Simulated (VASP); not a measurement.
Runs of VASP 6.6.1 on S. The structure is that of space group Pm-3m (No. 221), or close to it. The cells are those of the table. This isn't the form of S at room conditions, which is orthorhombic, of S8 rings.

```csv
cell,k mesh,gap on the mesh (eV),pressure (GPa)
"a = 2.611 Å, 1 atom",9 × 9 × 9,none,-2.2
"a = 2.594 Å, 1 atom",9 × 9 × 9,none,-0.6
"a = 2.594 Å, 1 atom",8 × 8 × 8,none,-0.1
"a = 2.576 Å, 1 atom",9 × 9 × 9,none,(a)
```

Alike in all rows: task single point; level PBE; potentials or basis VASP PAW PBE potentials, release 64 (S); no spin polarisation; cutoff (eV) 500; smearing gaussian 0.05 eV.

Q: Fill in the values left out.

A: (a) 1.1.

A gap of «none» marks levels without a gap at the run's occupations.
